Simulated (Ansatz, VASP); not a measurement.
TiClF in VASP and in Ansatz

INCAR

```
  PREC = Accurate
  ENCUT = 600
  EDIFF = 1E-6
  ISMEAR = 0
  SIGMA = 0.1
  LREAL = False
  LASPH = True
  NELM = 150
  ALGO = Normal
  ISIF = 3
  LWAVE = False
  LCHARG = False
  ISPIN = 2
  MAGMOM = 1 0 0
  LORBIT = 11
  LMAXMIX = 4
  GGA = PE
  IBRION = 2
  NSW = 90
  EDIFFG = -0.04
```

File KPOINTS:

```
regular mesh
0
Gamma
  6 6 4
```

File POSCAR:

```
TiClF
1.0
    3.9600669900      0.0000000000      0.0000000000
   -1.9800334900      3.4295186100      0.0000000000
    0.0000000000      0.0000000000      4.7262081600
Ti Cl F
1 1 1
Direct
    0.3333333300      0.6666666700      0.5000000000
    0.0000000000      0.0000000000      0.0000000000
    0.6666666700      0.3333333300      0.5000000000
```

Input for Ansatz:

```yaml
crystal:
  lattice:
    - [3.96006699, 0.0, 0.0]
    - [-1.98003349, 3.42951861, 0.0]
    - [0.0, 0.0, 4.72620816]
  atoms:
    - { symbol: Ti, position: [0.33333333, 0.66666667, 0.5], spin: 1.0 }
    - { symbol: Cl, position: [0.0, 0.0, 0.0] }
    - { symbol: F, position: [0.66666667, 0.33333333, 0.5] }
basis:
  ecutwfc: 420
kpoints:
  mp_grid: { grid: [6, 6, 4] }
hamiltonian:
  xc: pbe
scf:
  occupations: { method: gaussian, width: 0.1 }
  lower_state_search: "off"
output:
  forces: true
  stress: true
  eigenvalues: true
  populations: true
magnetization:
  spin_polarized: true
relax:
  adjacent_minimum: "off"
  f_tol: 0.04
  max_steps: 70
  cell: { stress_tol: 0.4 }
```

Change from the starting cell: species swapped into the SrSiNi type (P-6m2, No. 187).

Alike in both runs: task relaxation of cell and atoms; functional PBE; k mesh 6 × 6 × 4; occupations gaussian, width 0.1 eV; collinear spin.

|  | VASP | Ansatz |
| --- | --- | --- |
| version | VASP 6.6.1 | Ansatz 0.2.0 |
| potentials or method | VASP PAW PBE potentials, release 64 (Ti_sv, Cl, F), cutoff 600 eV | scalar-relativistic, plane waves, PAW |
| valence electrons in the cell | 26 | 26 |

```tsv
	VASP	Ansatz	Ansatz less VASP
gap on the k mesh at the Fermi level, each at its own relaxed structure (eV)	none	none	-
net moment per atom (μB)	0.66	0.66	0.000
size of the moment on the site where the two differ most (μB)	1.67	1.36	-0.303
relaxed volume (Å³/atom)	16.01	15.97	-0.038
relaxed length of the cell vector where the two differ most in proportion (Å)	4.122	4.102	-0.0195
```

Site moments also hang on the region over which each program counts them. A gap of «none» marks a metal or a gap that the smearing closes.

Noted on VASP's run: the volume moved by over 15 % at a fixed basis, so the end points are rough.
